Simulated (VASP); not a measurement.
**WS2: single point with PBEsol+D3(BJ)**

The system is WS2.

```xyz
6
Lattice="3.1614 0.0000 0.0000 -1.5807 2.7379 0.0000 0.0000 0.0000 11.7722" Properties=species:S:1:pos:R:3 pbc="T T T"
W     0.0000    1.8253    2.9431
W     1.5807    0.9126    8.8292
S     0.0000    1.8253    7.2570
S     1.5807    0.9126    1.3709
S     0.0000    1.8253   10.4013
S     1.5807    0.9126    4.5152
```

This cell differs from its parent crystal: strain +0.0150 x Voigt [1, 1, 0, 0, 0, 0].

| Property | Result |
| --- | --- |
| Program | VASP 6.6.1 |
| Task | single point |
| Functional | PBEsol |
| Dispersion | D3(BJ) |
| Potentials or basis | VASP PAW PBE potentials, release 64 (W_sv, S) |
| Cutoff | 520 eV |
| k mesh | 12 × 12 × 4 |
| Occupations | gaussian, width 0.05 eV |
| Spin | no spin polarisation |
| Dipole correction | no |
| Further INCAR settings | ALGO = Normal; EDIFF = 1e-06; NBANDS = 35 |

The pressure is -4.9 GPa. The largest force is 0.324 eV/Å. The band gap on the k mesh is 0.69 eV (least direct gap 1.76 eV). The dispersion energy per atom is -0.404 eV.

Forces on the atoms (eV/Å):
```
W    0.000  0.000  0.000
W    0.000  0.000  0.000
S    0.000  0.000  0.324
S    0.000  0.000  0.324
S    0.000  0.000 -0.324
S    0.000  0.000 -0.324
```

Stress tensor (GPa, compression positive):
```
-5.73  0.00  0.00
 0.00 -5.73  0.00
 0.00  0.00 -3.23
```

Levels at points of the mesh, in eV from the valence-band top:
```tsv
k point	band 23	band 24	band 25	band 26	band 27	band 28	band 29	band 30
(0.00, 0.00, 0.00)	-2.35	-1.43	-1.19	0.00	2.07	2.07	2.08	2.08
(0.50, 0.00, 0.00)	-2.25	-2.00	-1.88	-1.67	2.08	2.16	2.32	2.73
(0.00, 0.00, 0.50)	-2.40	-2.40	-0.27	-0.27	2.06	2.06	2.06	2.06
(0.50, 0.00, 0.50)	-2.07	-2.07	-1.80	-1.80	2.11	2.11	2.57	2.57
```

It took 3.4 min on 1 thread of AMD EPYC 7R43 64-Core Processor (Zen 3), on a shared host, peak memory 0.29 GiB.

Caveat: the cell differs from its parent crystal (strain +0.0150 x Voigt [1, 1, 0, 0, 0, 0]); the cell stands under tension; the PAW data sets were made with another functional, which shifts forces and pressure a little; spin-orbit coupling is left out, which moves the levels of the heavy elements. A k mesh can miss the band edges.
